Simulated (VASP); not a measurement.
# SiGeW3 (P4/mmm) in VASP: notebook

SiGeW3 is run at these levels: PBE; tasks: single point, relaxation of cell and atoms.

Program: VASP 6.6.1. These are calculated values, not measurements. Logs are shortened: lines on timing, memory, paths and dates and some standing lists are left out, and cuts for length are marked.

### Step 1. The cell of the first run

It takes space group P4/mmm (No. 123, tetragonal). The conventional cell has a = 3.362 Å, b = 3.362 Å, c = 7.600 Å, α = 90.00°, β = 90.00°, γ = 90.00°. Si (site symmetry 4/mmm) has 8 W at 2.68 Å and 4 Si at 3.36 Å within 3.5 Å. Ge (site symmetry 4/mmm) has 6 W at 2.38 to 2.56 Å within 3.1 Å. W (site symmetry 4mm) has 9 W at 2.49 to 3.49 Å and 1 Ge at 2.56 Å and 4 Si at 2.68 Å within 3.5 Å. W (site symmetry 4/mmm) has 4 Ge at 2.38 Å within 3.1 Å.

The cell was built from a structure type or drawn by symmetry, and may not be a known phase.

### Step 2. Single point, PBE

File INCAR:

```
ALGO = Fast
EDIFF = 1E-6
ENCUT = 520
GGA = PE
ISIF = 2
ISMEAR = 0
LASPH = True
LCHARG = False
LREAL = False
LWAVE = False
NBANDS = 38
NELM = 60
PREC = Accurate
SIGMA = 0.1
```

File KPOINTS:

```
k-points
0
Gamma
  4 4 4
```

File POSCAR:

```
SiGeW3
1.0
    3.3624482889      0.0000000000      0.0000000000
    0.0000000000      3.3624482889      0.0000000000
    0.0000000000      0.0000000000      7.5999980298
Si Ge W
1 1 3
Direct
    0.5000000000      0.5000000000      0.0000000000
    0.0000000000      0.0000000000      0.5000000000
    0.0000000000      0.0000000000      0.8363031315
    0.0000000000      0.0000000000      0.1636968685
    0.5000000000      0.5000000000      0.5000000000
```

Potentials or basis: VASP PAW PBE potentials, release 64 (Si, Ge_d, W_sv).

On the command line:

```bash
$ cat potpaw_PBE.64/Si/POTCAR potpaw_PBE.64/Ge_d/POTCAR potpaw_PBE.64/W_sv/POTCAR > POTCAR
$ mpirun -np 1 vasp_std > vasp.out
```

OUTCAR:

```text
EDIFF = 1E-6
   ENCUT = 520
   GGA = PE
   ISIF = 2
   ISMEAR = 0
   LASPH = True
   LREAL = False
   NELM = 60
   PREC = Accurate

 ion  position               nearest neighbor table
   1  0.500  0.500  0.000-   3 2.68   4 2.68   3 2.68   4 2.68   3 2.68   4 2.68   3 2.68   4 2.68

   2  0.000  0.000  0.500-   5 2.38   5 2.38   5 2.38   5 2.38   3 2.56   4 2.56
   3  0.000  0.000  0.836-   4 2.49   2 2.56   1 2.68   1 2.68   1 2.68   1 2.68   5 3.49   5 3.49
                             5 3.49   5 3.49
   4  0.000  0.000  0.164-   3 2.49   2 2.56   1 2.68   1 2.68   1 2.68   1 2.68   5 3.49   5 3.49
                             5 3.49   5 3.49
   5  0.500  0.500  0.500-   2 2.38   2 2.38   2 2.38   2 2.38   3 3.49   4 3.49   4 3.49   3 3.49
                             4 3.49   3 3.49   3 3.49   4 3.49

  LATTYP: Found a simple tetragonal cell.
 ALAT       =     3.3624482889
 C/A-ratio  =     2.2602572224

  Lattice vectors:

 A1 = (   3.3624482889,   0.0000000000,   0.0000000000)
 A2 = (   0.0000000000,   3.3624482889,   0.0000000000)
 A3 = (   0.0000000000,   0.0000000000,   7.5999980298)

Analysis of symmetry for initial positions (statically):
=====================================================================
 Subroutine PRICEL returns:
 Original cell was already a primitive cell.

 Routine SETGRP: Setting up the symmetry group for a
 simple tetragonal supercell.

 Subroutine GETGRP returns: Found 16 space group operations
 (whereof 16 operations were pure point group operations)
 out of a pool of 16 trial point group operations.

The static configuration has the point symmetry D_4h.

Analysis of symmetry for dynamics (positions and initial velocities):
=====================================================================
 Subroutine PRICEL returns:
 Original cell was already a primitive cell.

 Routine SETGRP: Setting up the symmetry group for a
 simple tetragonal supercell.

 Subroutine GETGRP returns: Found 16 space group operations
 (whereof 16 operations were pure point group operations)
 out of a pool of 16 trial point group operations.

The dynamic configuration has the point symmetry D_4h.

 Subroutine INISYM returns: Found 16 space group operations
 (whereof 16 operations are pure point group operations),
 and found     1 'primitive' translations

----------------------------------------------------------------------------------------

                                     Primitive cell

  volume of cell :      85.9260

  direct lattice vectors                    reciprocal lattice vectors
     3.362448289  0.000000000  0.000000000     0.297402343  0.000000000  0.000000000
     0.000000000  3.362448289  0.000000000     0.000000000  0.297402343  0.000000000
     0.000000000  0.000000000  7.599998030     0.000000000  0.000000000  0.131578981

  length of vectors
     3.362448289  3.362448289  7.599998030     0.297402343  0.297402343  0.131578981

  position of ions in fractional coordinates (direct lattice)
     0.500000000  0.500000000  0.000000000
     0.000000000  0.000000000  0.500000000
     0.000000000  0.000000000  0.836303132
     0.000000000  0.000000000  0.163696868
     0.500000000  0.500000000  0.500000000

  ion indices of the primitive-cell ions
   primitive index   ion index
                 1           1
                 2           2
                 3           3
                 4           4
                 5           5

----------------------------------------------------------------------------------------

 KPOINTS: k-points

Automatic generation of k-mesh.
 Grid dimensions read from file:
 generate k-points for:    4    4    4

 Generating k-lattice:

  Cartesian coordinates                     Fractional coordinates (reciprocal lattice)
     0.074350586  0.000000000  0.000000000     0.250000000  0.000000000  0.000000000
     0.000000000  0.074350586  0.000000000     0.000000000  0.250000000  0.000000000
     0.000000000  0.000000000  0.032894745     0.000000000  0.000000000  0.250000000

  Length of vectors
     0.074350586  0.074350586  0.032894745

  Shift w.r.t. Gamma in fractional coordinates (k-lattice)
     0.000000000  0.000000000  0.000000000

 Subroutine IBZKPT returns following result:
 ===========================================

 Found     18 irreducible k-points:

 Following reciprocal coordinates:
            Coordinates               Weight
  0.000000  0.000000  0.000000      1.000000
  0.250000  0.000000  0.000000      4.000000
  0.500000  0.000000  0.000000      2.000000
  0.250000  0.250000  0.000000      4.000000
  0.500000  0.250000  0.000000      4.000000
  0.500000  0.500000  0.000000      1.000000
[... 10 lines left out ...]
  0.500000  0.250000  0.500000      4.000000
  0.500000  0.500000  0.500000      1.000000
   k-points           NKPTS =     18   k-points in BZ     NKDIM =     18   number of bands    NBANDS=     38
   number of dos      NEDOS =    301   number of ions     NIONS =      5
   total plane-waves  NPLWV =  47040
   dimension x,y,z NGX =    28 NGY =   28 NGZ =   60
   dimension x,y,z NGXF=    56 NGYF=   56 NGZF=  120
   ions per type =               1   1   3
   NGX,Y,Z   is equivalent  to a cutoff of  13.84, 13.84, 13.12 a.u.
   NGXF,Y,Z  is equivalent  to a cutoff of  27.69, 27.69, 26.25 a.u.
 SYSTEM =  unknown system
   PREC   = accura    normal or accurate (medium, high low for compatibility)
   ISTART =      0    job   : 0-new  1-cont  2-samecut
   ICHARG =      2    charge: 1-file 2-atom 10-const
   ISPIN  =      1    spin polarized calculation?
   LNONCOLLINEAR =      F non collinear calculations
   LSORBIT =      F    spin-orbit coupling
   LASPH  =      T    aspherical Exc in radial PAW
   ENCUT  =  520.0 eV  38.22 Ry    6.18 a.u.   6.25  6.25 14.13*2*pi/ulx,y,z
   NELM   =     60;   NELMIN=  2; NELMDL= -5     # of ELM steps
   EDIFF  = 0.1E-05   stopping-criterion for ELM
   LREAL  =      F    real-space projection
   EDIFFG = 0.1E-04   stopping-criterion for IOM
   NSW    =      0    number of steps for IOM
   IBRION =     -1    ionic relax: 0-MD 1-quasi-New 2-CG
   NFREE  =      0    steps in history (QN), initial steepest desc. (CG)
   ISIF   =      2    stress and relaxation
   ISYM   =      2    0-nonsym 1-usesym 2-fastsym
   POTIM  = 0.5000    time-step for ionic-motion
   TEBEG  =    0.0;   TEEND  =   0.0 temperature during run
   PSTRESS=    0.0 pullay stress
   NELECT =      60.0000    total number of electrons
   NUPDOWN=      -1.0000    fix difference up-down
   EMIN   =  10.00;   EMAX   =-10.00  energy-range for DOS
   EFERMI =   0.00;   METHOD = LEGACY
   ISMEAR =     0;   SIGMA  =   0.10  broadening in eV -4-tet -1-fermi 0-gaus
   EFERMI_NEDOS =   21; number of points for ismear=-14 and -15
   IALGO  =     68    algorithm
   IMIX   =      4    mixing-type and parameters
     AMIX     =   0.40;   BMIX     =  1.00
     AMIX_MAG =   1.60;   BMIX_MAG =  1.00
  volume/ion in A,a.u.               =      17.19       115.97
  Fermi-wavevector in a.u.,A,eV,Ry     =   1.452391  2.744622 28.700685  2.109441
  Thomas-Fermi vector in A             =   2.569779
   LORBIT       =      0    0 simple, 1 ext, 2 COOP (PROOUT), +10 PAW based schemes
   GGA     = PE    functional components
   LHFCALC =     F    Hartree Fock is set to
   AEXX    =    0.0000 exact exchange contribution
   IVDW    =     0    specifies the selected vdW correction
   LEPSILON=     F    determine dielectric tensor
   LRPA    =     F    only Hartree local field effects (RPA)
 non-spin polarized calculation
 RMM-DIIS sequential band-by-band and
 Gauss-broadening in eV      SIGMA  =   0.10
  energy-cutoff  :      520.00
  volume of cell :       85.93
 maximum number of plane-waves:      2352
 NGX is ok and might be reduce to    28
   NGX = 13   NGY = 13   NGZ = 29

 number of electron      59.9999987 magnetization

 Free energy of the ion-electron system (eV)
  ---------------------------------------------------
  ext. energy  EPLUGINS =         0.00000000
  ---------------------------------------------------
  free energy    TOTEN  =       -43.89121198 eV

  energy without entropy =      -43.86377496  energy(sigma->0) =      -43.87749347

 E-fermi :   8.9975     XC(G=0): -12.2529

 val. band max:        8.9647922946   @ k =   0.5000   0.0000   0.0000
 cond. band min:       9.0039232873   @ k =   0.2500   0.2500   0.5000
 fundamental gap:      0.0391309928
 Fermi energy:         8.9974596835

 k-point     1 :       0.0000    0.0000    0.0000
  band No.  band energies     occupation
      1     -65.1754      2.00000
      2     -64.9282      2.00000
      3     -64.8376      2.00000
      4     -29.6194      2.00000
      5     -29.5288      2.00000
      6     -29.5288      2.00000
[... 30 lines left out ...]
     37      11.7950      0.00000
     38      13.8663      0.00000

 k-point     2 :       0.2500    0.0000    0.0000
  band No.  band energies     occupation
      1     -65.1732      2.00000
      2     -64.9265      2.00000
      3     -64.8359      2.00000
      4     -29.6427      2.00000
      5     -29.5782      2.00000
      6     -29.5316      2.00000
[... 30 lines left out ...]
     37      11.7602      0.00000
     38      14.0535      0.00000

 k-point     3 :       0.5000    0.0000    0.0000
  band No.  band energies     occupation
      1     -65.1709      2.00000
      2     -64.9247      2.00000
      3     -64.8342      2.00000
      4     -29.7076      2.00000
      5     -29.5846      2.00000
      6     -29.5345      2.00000
[... 30 lines left out ...]
     37      11.4572      0.00000
[... 535 lines left out ...]
 k-point    17 :       0.5000    0.2500    0.5000
  band No.  band energies     occupation
      1     -65.1691      2.00000
      2     -64.9229      2.00000
      3     -64.8326      2.00000
      4     -29.6718      2.00000
      5     -29.5948      2.00000
      6     -29.5944      2.00000
[... 30 lines left out ...]
     37      12.2478      0.00000
     38      12.3409      0.00000

 k-point    18 :       0.5000    0.5000    0.5000
  band No.  band energies     occupation
      1     -65.1673      2.00000
      2     -64.9212      2.00000
      3     -64.8309      2.00000
      4     -29.6536      2.00000
      5     -29.6536      2.00000
      6     -29.5880      2.00000
[... 30 lines left out ...]
     37      11.7814      0.00000
     38      11.8873      0.00000

------------------------ aborting loop because EDIFF is reached ----------------------------------------

  FORCE on cell =-STRESS in cart. coord.  units (eV):
  Direction    XX          YY          ZZ          XY          YZ          ZX
  --------------------------------------------------------------------------------------
  -------------------------------------------------------------------------------------
  Total        0.1317350      0.1317350      0.1718280      0.0000000      0.0000000      0.0000000
  in kB        2.4563324      2.4563324      3.2039069      0.0000000      0.0000000      0.0000000
  external PRESSURE =       2.7055239 kB  Pullay stress =       0.0000000 kB

 VOLUME and BASIS-vectors are now :
 -----------------------------------------------------------------------------
  energy-cutoff  :      520.00
  volume of cell :       85.93
      direct lattice vectors                 reciprocal lattice vectors
     3.362448289  0.000000000  0.000000000     0.297402343  0.000000000  0.000000000
     0.000000000  3.362448289  0.000000000     0.000000000  0.297402343  0.000000000
     0.000000000  0.000000000  7.599998030     0.000000000  0.000000000  0.131578981

 POSITION                                       TOTAL-FORCE (eV/Angst)
 -----------------------------------------------------------------------------------
      1.68122      1.68122      0.00000         0.000000      0.000000      0.000000
      0.00000      0.00000      3.80000         0.000000      0.000000      0.000000
      0.00000      0.00000      6.35590        -0.000000      0.000000     -0.009397
      0.00000      0.00000      1.24410         0.000000      0.000000      0.009397
      1.68122      1.68122      3.80000         0.000000      0.000000      0.000000
 -----------------------------------------------------------------------------------
    total drift:                               -0.000000      0.000000      0.000000

  FREE ENERGIE OF THE ION-ELECTRON SYSTEM (eV)
  ---------------------------------------------------
  free  energy   TOTEN  =       -43.8912119762 eV

  energy  without entropy=      -43.8637749616  energy(sigma->0) =      -43.87749347
```

It took 62 s on 1 thread of Intel Xeon 6975P-C (Granite Rapids), shared host; peak memory 0.23 GiB.

Results:

```
Free energy            : -43.8912 eV
Pressure               : 0.3 GPa
Largest force          : 0.009 eV/Å
Band gap on the k mesh : zero (bands 30 and 31 overlap by 2.18 eV)
```

Forces in eV/Å, atoms in the order of the input:
```
Si   0.000  0.000  0.000
Ge   0.000  0.000  0.000
W    0.000  0.000 -0.009
W    0.000  0.000  0.009
W    0.000  0.000  0.000
```

Levels at points of the mesh, in eV from the Fermi level:
```csv
k point,band 26,band 27,band 28,band 29,band 30,band 31,band 32,band 33,band 34,band 35
"(0.00, 0.00, 0.00)",-2.15,-1.51,-1.30,-0.26,-0.26,-0.23,0.83,1.44,1.44,1.75
"(0.50, 0.00, 0.00)",-1.95,-1.81,-1.61,-0.85,-0.42,-0.03,1.17,1.31,2.09,2.17
"(0.50, 0.50, 0.00)",-2.61,-2.09,-1.93,-0.11,1.91,2.09,2.25,2.25,2.33,2.33
"(0.00, 0.00, 0.50)",-1.85,-1.06,-0.34,-0.20,0.17,0.17,0.43,0.43,0.75,1.81
"(0.50, 0.00, 0.50)",-2.23,-2.04,-1.59,-1.10,0.08,0.09,0.66,1.36,2.12,2.57
"(0.50, 0.50, 0.50)",-2.46,-2.46,0.93,1.92,1.95,2.12,2.12,2.59,2.62,2.71
```

Caveat: the k points lie up to 0.47 Å⁻¹ apart, too coarse for converged energies and pressures of a metal; spin-orbit coupling is left out, which moves the levels of the heavy elements.

[end of part 1 of 3]
